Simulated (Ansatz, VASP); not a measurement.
**Two plane-wave programs on V4O**

INCAR

```
SYSTEM = V4O
ALGO = Normal
DIPOL = 0.5 0.5 0.348
EDIFF = 1E-6
ENCUT = 520
GGA = PE
IDIPOL = 3
ISIF = 2
ISMEAR = 0
LASPH = .TRUE.
LCHARG = .FALSE.
LDIPOL = .TRUE.
LREAL = .FALSE.
LWAVE = .FALSE.
NBANDS = 37
NELM = 100
PREC = Accurate
SIGMA = 0.1
```

Contents of KPOINTS:

```
k-points
0
G
  9 9 1
  0 0 0
```

POSCAR

```
V4O
1.0
    2.9971751491      0.0000000000      0.0000000000
    0.0000000000      2.9971751491      0.0000000000
    0.0000000000      0.0000000000     21.3333819395
V O
4 1
Direct
    0.5000000000      0.5000000000      0.1874995728
    0.0000000000      0.0000000000      0.2577457053
    0.5000000000      0.5000000000      0.3267158760
    0.0000000000      0.0000000000      0.3906263884
    0.1250000000      0.1250000000      0.5757822165
```

Input for Ansatz:

```yaml
crystal:
  lattice:
    - [2.9971751491, 0.0, 0.0]
    - [0.0, 2.9971751491, 0.0]
    - [0.0, 0.0, 21.3333819395]
  atoms:
    - { symbol: V, position: [0.5, 0.5, 0.1874995728] }
    - { symbol: V, position: [0.0, 0.0, 0.2577457053] }
    - { symbol: V, position: [0.5, 0.5, 0.326715876] }
    - { symbol: V, position: [0.0, 0.0, 0.3906263884] }
    - { symbol: O, position: [0.125, 0.125, 0.5757822165] }
basis:
  ecutwfc: 420
kpoints:
  mp_grid: { grid: [9, 9, 1] }
hamiltonian:
  xc: pbe
scf:
  occupations: { method: gaussian, width: 0.1 }
output:
  forces: true
  eigenvalues: true
efield:
  axis: 3
  dipole_correction: true
  ramp_width: 0.04
```

Alike in both runs: task single point; functional PBE; k mesh 9 × 9 × 1; occupations gaussian, width 0.1 eV; no spin polarisation.

|  | VASP | Ansatz |
| --- | --- | --- |
| version | VASP 6.6.1 | Ansatz 0.2.0 |
| potentials or method | VASP PAW PBE potentials, release 64 (V_sv, O), cutoff 520 eV | scalar-relativistic, plane waves, PAW |
| valence electrons in the cell | 58 | 58 |

|  | VASP | Ansatz | Ansatz less VASP |
| --- | --- | --- | --- |
| gap on the k mesh at the Fermi level (eV) | none | none | - |
| rms of the force components (eV/Å) | 0.272 | 0.272 | -0.0004 |

Atom by atom the forces differ by 0.008 eV/Å (rms over components). A gap of «none» marks a metal or a gap that the smearing closes. With one functional, cell and mesh, what is left measures potentials, basis and numerics. Ansatz's warnings: vacuum density over bound.
